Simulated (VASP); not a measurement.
Si7B, 8 atoms in the cell. It takes space group P-4m2 (No. 115, tetragonal). The conventional cell has a = 3.720 Å, b = 3.720 Å, c = 10.500 Å, α = 90.00°, β = 90.00°, γ = 90.00°. Within 3.0 Å of Si (site symmetry -4m2) lie 4 Si at 2.28 Å. Si (site symmetry 2mm) has 4 Si at 2.28 to 2.34 Å within 3.0 Å. Within 2.9 Å of Si (site symmetry 2mm) lie 2 B at 2.19 Å and 2 Si at 2.31 Å. Within 3.0 Å of Si (site symmetry 2mm) lie 4 Si at 2.31 to 2.34 Å. B (site symmetry -4m2) has 4 Si at 2.19 Å within 2.9 Å. 

```yaml
Program: VASP 6.6.1
Task: relaxation of cell and atoms
Functional: PBE
Potentials_or_basis: VASP PAW PBE potentials, release 64 (Si, B)
Cutoff: 600 eV
k_mesh: 4 × 4 × 2
Occupations: gaussian, width 0.2 eV
Spin: no spin polarisation
Dipole_correction: no
Further_INCAR_settings: ALGO = Normal; EDIFF = 1e-07; IBRION = 2; EDIFFG = -0.08; NSW = 36; ISIF = 3
```

Potentials or basis: VASP PAW PBE potentials, release 64 (Si, B).

Launch:

```console
$ cat potpaw_PBE.64/Si/POTCAR potpaw_PBE.64/B/POTCAR > POTCAR
$ mpirun -np 1 vasp_std > vasp.out
```

Hardware: 1 thread of Intel(R) Xeon(R) 6975P-C (Granite Rapids) (shared host).

Problem. Estimate the wall time of this run.

Solution. Run time: 120 s on 1 thread of Intel(R) Xeon(R) 6975P-C (Granite Rapids), on a shared host, peak memory 0.27 GiB. Counts: scf iterations 80, k points 12, ion steps 9.
